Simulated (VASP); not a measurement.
Runs of VASP 6.6.1 on Pt. The structure is that of space group I4/mmm (No. 139), or close to it. The cells are those of the table. 

| cell | gap on the mesh (eV) | pressure (GPa) |
| --- | --- | --- |
| a = 2.936, b = 2.936, c = 2.701 Å, angles 62.6, 62.6, 54.8°, 1 atom | none | -6.1 |
| a = 2.773, b = 2.773, c = 3.319 Å, angles 53.2, 53.2, 73.5°, 1 atom | none | -7.1 |
| a = 2.773, b = 2.773, c = 3.072 Å, angles 56.4, 56.4, 67.3°, 1 atom | none | -7.1 |
| a = 2.858, b = 2.858, c = 3.069 Å, angles 57.5, 57.5, 65.0°, 1 atom | none | -19.8 |
| a = 2.812, b = 2.812, c = 2.918 Å, angles 58.7, 58.7, 62.5°, 1 atom | none | (a) |

Alike in all rows: task single point; level PBE; potentials or basis VASP PAW PBE potentials, release 64 (Pt); no spin polarisation; k mesh 22 × 22 × 22; cutoff (eV) 520; smearing gaussian 0.15 eV.

Q: Fill in the values left out.

A: (a) -8.7.

Caveats: the cell stands under tension; spin-orbit coupling is left out, which moves the levels of the heavy elements.

A k mesh can miss the band edges, and the runs leave out spin-orbit coupling on Pt.

A gap of «none» marks levels without a gap at the run's occupations.
